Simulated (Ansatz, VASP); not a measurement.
**Co: VASP beside Ansatz**

```
Co
1.0
     8.10001    0.00000    0.00000
     0.00000    8.40001    0.00000
     0.00000    0.00000    9.60001
Co
2
Cartesian
  4.0500 4.2000 3.5856
  4.0500 4.2000 6.0144
```

Alike in both runs: task single point; functional PBE; k mesh 1 × 1 × 1; collinear spin.

|  | VASP | Ansatz |
| --- | --- | --- |
| version | VASP 6.6.1 | Ansatz development build ahead of 0.2.0 |
| potentials or method | VASP PAW PBE potentials, release 64 (Co) | PAW (an earlier, plane waves, scalar-relativistic |
| plane-wave cutoff (eV) | 520 | 900 |
| occupations | fermi-dirac, width 0.1 eV | fermi-dirac |

VASP gave:

| Property | Result |
| --- | --- |
| net moment per atom (μB) | 0.00 |
| size of the moment on the site where the two differ most (μB) | 1.95 |

Problem. Which values does Ansatz return?

Solution. net moment per atom (μB): 0.00; size of the moment on the site where the two differ most (μB): 1.88.

Site moments also hang on the region over which each program counts them. Ansatz's warnings: reached outside group, stability check not made.
